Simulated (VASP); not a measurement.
Crystal: Co.

```
Co
1.0
     3.58630    1.79315    1.79315
     1.79315    3.58630    1.79315
     1.79315    1.79315    3.58630
Co
2
Cartesian
  0.0000 0.0000 0.0000
  3.5863 3.5863 3.5863
```

This isn't the form of Co at room conditions, which is hcp.

Base run:

| Quantity | Value |
| --- | --- |
| Program | VASP 6.6.1 |
| Functional | PBE |
| Potentials or basis | VASP PAW PBE potentials, release 64 (Co) |
| Cutoff | 520 eV |
| k mesh | 13 × 13 × 13 |
| Occupations | fermi-dirac, width 0.1 eV |
| Spin | collinear spin, ferromagnetic start |
| Starting moments | [3.0, 3.0] μB |

Its results: pressure -10.7 GPa.

After a change of settings the same cell gave: pressure -21.3 GPa. Which change was it?
A. further incar settings from ALGO = Normal; EDIFF = 1e-06; NBANDS = 20 to ALGO = Normal; EDIFF = 1e-07; NBANDS = 20; moments at the start from [3.0, 3.0] to [0.6, 0.6]
B. further incar settings from ALGO = Normal; EDIFF = 1e-06; NBANDS = 20 to ALGO = Normal; EDIFF = 1e-07; NBANDS = 20
C. spin from collinear spin, ferromagnetic start to no spin polarisation; further incar settings from ALGO = Normal; EDIFF = 1e-06; NBANDS = 20 to ALGO = Normal; EDIFF = 1e-06; NBANDS = 16
D. further incar settings from ALGO = Normal; EDIFF = 1e-06; NBANDS = 20 to ALGO = Normal; EDIFF = 1e-07; NBANDS = 20; moments at the start from [3.0, 3.0] to [1.93, 1.93]

C.

Caveats: the cell stands under tension.
